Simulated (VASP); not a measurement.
A run of VASP 6.6.1 is set up as follows.

The input INCAR:

```
SYSTEM = SnGeTe3
ALGO = Normal
EDIFF = 1E-6
ENCUT = 520
GGA = PE
ISIF = 2
ISMEAR = 0
LASPH = .True.
LCHARG = .False.
LREAL = .False.
LWAVE = .False.
NBANDS = 31
NELM = 100
PREC = Accurate
SIGMA = 0.1
```

The input KPOINTS:

```
k-points
0
Gamma
  8 8 6
  0 0 0
```

File POSCAR:

```
SnGeTe3
1.0
    5.2027363064      0.0000000000      0.0000000000
    0.0000000000      5.2027363064      0.0000000000
    0.0000000000      0.0000000000      6.4918765468
Sn Ge Te
1 1 3
Direct
    0.0000000000      0.0000000000      0.1185057078
    0.5000000000      0.5000000000      0.5651729504
    0.5000000000      0.0000000000      0.3953128381
    0.5000000000      0.5000000000      0.9632956157
    0.0000000000      0.5000000000      0.3953128381
```

Potentials or basis: VASP PAW PBE potentials, release 64 (Sn_d, Ge_d, Te).

Command:

```sh
$ cat potpaw_PBE.64/Sn_d/POTCAR potpaw_PBE.64/Ge_d/POTCAR potpaw_PBE.64/Te/POTCAR > POTCAR
$ mpirun -np 1 vasp_std > vasp.out
```

**Question.** What does it give for the band gap on the k mesh?

**Answer.** Zero (bands 23 and 24 overlap by 1.56 eV).

**Question.** Predict the largest force.

**Answer.** 0.011 eV/Å.

Forces in eV/Å, atoms in the order of the input:
```
Sn   0.000  0.000 -0.007
Ge   0.000  0.000 -0.004
Te   0.000  0.000  0.000
Te   0.000  0.000  0.011
Te   0.000  0.000  0.000
```

Caveat: spin-orbit coupling is left out, which moves the levels of the heavy elements.
